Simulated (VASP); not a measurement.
# Ge: single point with r2SCAN

Ge:

```xyz
1
Lattice="2.7848 0.0000 0.0000 0.0000 2.7848 0.0000 0.0000 0.0000 2.7848" Properties=species:S:1:pos:R:3 pbc="T T T"
Ge    0.0000    0.0000    0.0000
```

This isn't the form of Ge at room conditions, which is diamond.

```json
{
  "Program": "VASP 6.6.1",
  "Task": "single point",
  "Functional": "r2SCAN",
  "Potentials or basis": "VASP PAW PBE potentials, release 64 (Ge_d)",
  "Cutoff": "520 eV",
  "k mesh": "13 × 13 × 13",
  "Occupations": "fermi-dirac, width 0.1 eV",
  "Spin": "no spin polarisation",
  "Dipole correction": "no",
  "Further INCAR settings": "ALGO = Normal; EDIFF = 1e-07; NBANDS = 13"
}
```

```
Pressure               : -6.9 GPa
Band gap on the k mesh : zero (bands 7 and 8 overlap by 8.70 eV)
```

Levels at points of the mesh, in eV from the Fermi level:
```csv
k point,band 5,band 6,band 7,band 8,band 9,band 10
"(0.00, 0.00, 0.00)",-25.17,-12.74,6.44,6.44,6.44,10.14
```

Wall time 71 s on 1 thread of Intel Xeon 8259CL (shared host), peak memory 0.16 GiB.

Caveat: the cell stands under tension; the PAW data sets were made with another functional, which shifts forces and pressure a little.
